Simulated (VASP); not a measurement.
# Hg3Pt (Pm-3m) in VASP: a series of runs, part 2 of 2

VASP 6.6.1.

### Step 3. Single point, PBE

This run uses another cell than the first one, of 21.73 Å³/atom.

INCAR reads:

```
SYSTEM = Hg3Pt
  PREC = Accurate
  ENCUT = 570
  EDIFF = 1E-6
  ISMEAR = -1
  SIGMA = 0.05
  LREAL = .False.
  LASPH = .True.
  NELM = 120
  ALGO = Normal
  ISIF = 2
  LWAVE = .False.
  LCHARG = .False.
  GGA = PE
  NBANDS = 47
  GGA_COMPAT = .False.
```

KPOINTS reads:

```
Automatic mesh
0
Gamma
  6 6 6
  0 0 0
```

POSCAR reads:

```
Hg3Pt
1.0
    4.4294234350      0.0000000000      0.0000000000
    0.0000000000      4.4294234350      0.0000000000
    0.0000000000      0.0000000000      4.4294234350
Hg Pt
3 1
Direct
    0.5000000000      0.5000000000      0.0000000000
    0.5000000000      0.0000000000      0.5000000000
    0.0000000000      0.5000000000      0.5000000000
    0.0000000000      0.0000000000      0.0000000000
```

Potentials or basis: VASP PAW PBE potentials, release 64 (Hg_sv_GW, Pt_sv_GW).

The run is started by

```sh
cat potpaw_PBE.64/Hg_sv_GW/POTCAR potpaw_PBE.64/Pt_sv_GW/POTCAR > POTCAR
mpirun -np 1 vasp_std > vasp.out
```

OUTCAR:

```text
SYSTEM = Hg3Pt
   PREC = Accurate
   ENCUT = 570
   EDIFF = 1E-6
   ISMEAR = -1
   LREAL = .False.
   LASPH = .True.
   NELM = 120
   ISIF = 2
   GGA = PE

 ion  position               nearest neighbor table
   1  0.500  0.500  0.000-   2 3.13   3 3.13   4 3.13   2 3.13   3 3.13   2 3.13   4 3.13   2 3.13
                             3 3.13   4 3.13   3 3.13   4 3.13
   2  0.500  0.000  0.500-   1 3.13   3 3.13   4 3.13   1 3.13   4 3.13   1 3.13   3 3.13   1 3.13
                             3 3.13   4 3.13   4 3.13   3 3.13
   3  0.000  0.500  0.500-   1 3.13   2 3.13   4 3.13   1 3.13   4 3.13   2 3.13   4 3.13   4 3.13
                             1 3.13   2 3.13   1 3.13   2 3.13
   4  0.000  0.000  0.000-   1 3.13   2 3.13   3 3.13   2 3.13   3 3.13   1 3.13   3 3.13   3 3.13
                             1 3.13   2 3.13   2 3.13   1 3.13

  LATTYP: Found a simple cubic cell.
 ALAT       =     4.4294234350

  Lattice vectors:

 A1 = (   4.4294234350,   0.0000000000,   0.0000000000)
 A2 = (   0.0000000000,   4.4294234350,   0.0000000000)
 A3 = (   0.0000000000,   0.0000000000,   4.4294234350)

Analysis of symmetry for initial positions (statically):
=====================================================================
 Subroutine PRICEL returns:
 Original cell was already a primitive cell.

 Routine SETGRP: Setting up the symmetry group for a
 simple cubic supercell.

 Subroutine GETGRP returns: Found 48 space group operations
 (whereof 48 operations were pure point group operations)
 out of a pool of 48 trial point group operations.

The static configuration has the point symmetry O_h .

Analysis of symmetry for dynamics (positions and initial velocities):
=====================================================================
 Subroutine PRICEL returns:
 Original cell was already a primitive cell.

[... 121 lines left out ...]
   ISMEAR =    -1;   SIGMA  =   0.05  broadening in eV -4-tet -1-fermi 0-gaus
   EFERMI_NEDOS =   21; number of points for ismear=-14 and -15
   IALGO  =     38    algorithm
   IMIX   =      4    mixing-type and parameters
     AMIX     =   0.40;   BMIX     =  1.00
     AMIX_MAG =   1.60;   BMIX_MAG =  1.00
  volume/ion in A,a.u.               =      21.73       146.61
  Fermi-wavevector in a.u.,A,eV,Ry     =   1.579159  2.984178 33.929431  2.493743
  Thomas-Fermi vector in A             =   2.679581
   LORBIT       =      0    0 simple, 1 ext, 2 COOP (PROOUT), +10 PAW based schemes
   GGA     = PE    functional components
   LHFCALC =     F    Hartree Fock is set to
   AEXX    =    0.0000 exact exchange contribution
   IVDW    =     0    specifies the selected vdW correction
   LEPSILON=     F    determine dielectric tensor
   LRPA    =     F    only Hartree local field effects (RPA)
 non-spin polarized calculation
  energy-cutoff  :      570.00
  volume of cell :       86.90
 maximum number of plane-waves:      2730
 NGX is ok and might be reduce to    36
   NGX = 17   NGY = 17   NGZ = 17

 number of electron      78.0000042 magnetization

 Free energy of the ion-electron system (eV)
  ---------------------------------------------------
  ext. energy  EPLUGINS =         0.00000000
  ---------------------------------------------------
  free energy    TOTEN  =        -5.73080266 eV

  energy without entropy =       -5.71610728  energy(sigma->0) =       -5.72345497

 E-fermi :   6.6369     XC(G=0): -11.8290

 val. band max:        6.5971088700   @ k =   0.3333   0.1667   0.0000
 cond. band min:       6.7180463994   @ k =   0.3333   0.1667   0.1667
 fundamental gap:      0.1209375295
 Fermi energy:         6.6369120489

 k-point     1 :       0.0000    0.0000    0.0000
  band No.  band energies     occupation
      1    -108.4963      2.00000
      2    -108.4945      2.00000
      3    -108.4945      2.00000
      4     -90.8676      2.00000
      5     -56.8710      2.00000
      6     -56.8710      2.00000
[... 989 lines left out ...]
     46      19.3964      0.00000
     47      19.4097      0.00000

------------------------ aborting loop because EDIFF is reached ----------------------------------------

  FORCE on cell =-STRESS in cart. coord.  units (eV):
  Direction    XX          YY          ZZ          XY          YZ          ZX
  --------------------------------------------------------------------------------------
  -------------------------------------------------------------------------------------
  Total       -2.9632752     -2.9632752     -2.9632752      0.0000000     -0.0000000      0.0000000
  in kB      -54.6312285    -54.6312285    -54.6312285      0.0000000     -0.0000000      0.0000000
  external PRESSURE =     -54.6312285 kB  Pullay stress =       0.0000000 kB

 VOLUME and BASIS-vectors are now :
 -----------------------------------------------------------------------------
  energy-cutoff  :      570.00
  volume of cell :       86.90
      direct lattice vectors                 reciprocal lattice vectors
     4.429423435  0.000000000  0.000000000     0.225763017  0.000000000  0.000000000
     0.000000000  4.429423435  0.000000000     0.000000000  0.225763017  0.000000000
     0.000000000  0.000000000  4.429423435     0.000000000  0.000000000  0.225763017

 POSITION                                       TOTAL-FORCE (eV/Angst)
 -----------------------------------------------------------------------------------
      2.21471      2.21471      0.00000         0.000000      0.000000      0.000000
      2.21471      0.00000      2.21471         0.000000      0.000000      0.000000
      0.00000      2.21471      2.21471         0.000000      0.000000      0.000000
      0.00000      0.00000      0.00000         0.000000      0.000000      0.000000
 -----------------------------------------------------------------------------------
    total drift:                                0.000000      0.000000      0.000000

  FREE ENERGIE OF THE ION-ELECTRON SYSTEM (eV)
  ---------------------------------------------------
  free  energy   TOTEN  =        -5.7308026603 eV

  energy  without entropy=       -5.7161072800  energy(sigma->0) =       -5.72345497
```

OSZICAR:

```text
N       E                     dE             d eps       ncg     rms          rms(c)
DAV:   1     0.195154277962E+04    0.19515E+04   -0.49563E+04  2040   0.236E+03
DAV:   2     0.191513963589E+03   -0.17600E+04   -0.16827E+04  1880   0.101E+03
DAV:   3     0.362203637467E+01   -0.18789E+03   -0.17992E+03  2880   0.321E+02
DAV:   4    -0.603510650502E+01   -0.96571E+01   -0.95005E+01  2535   0.962E+01
DAV:   5    -0.661284150595E+01   -0.57774E+00   -0.57656E+00  2830   0.216E+01    0.743E+01
DAV:   6    -0.603450929345E+01    0.57833E+00   -0.75723E+00  2493   0.127E+01    0.375E+01
DAV:   7    -0.632533028106E+01   -0.29082E+00   -0.64268E+00  2716   0.147E+01    0.204E+01
DAV:   8    -0.572510205617E+01    0.60023E+00   -0.30723E+00  2533   0.823E+00    0.152E+00
DAV:   9    -0.573031410226E+01   -0.52120E-02   -0.13493E-01  2554   0.237E+00    0.135E+00
DAV:  10    -0.573078732648E+01   -0.47322E-03   -0.58996E-03  2747   0.485E-01    0.613E-01
DAV:  11    -0.573079472364E+01   -0.73972E-05   -0.57283E-04  2588   0.171E-01    0.129E-01
DAV:  12    -0.573080314454E+01   -0.84209E-05   -0.35126E-05  2599   0.579E-02    0.810E-02
DAV:  13    -0.573080266032E+01    0.48423E-06   -0.67011E-06  1801   0.207E-02
   1 F= -.57308027E+01 E0= -.57234550E+01  d E =-.146954E-01
```

Run time: 46 s. Hardware: 1 thread of Intel Xeon Platinum 8559C (Emerald Rapids), shared host; peak memory 0.26 GiB.

Results:

```
Free energy            : -5.7308 eV
Pressure               : -5.5 GPa
Band gap on the k mesh : zero (bands 39 and 40 overlap by 2.21 eV)
```

Caveat: the cell stands under tension; spin-orbit coupling is left out, which moves the levels of the heavy elements.

The gap in the log of VASP goes by the Fermi energy; the results here count the filled bands.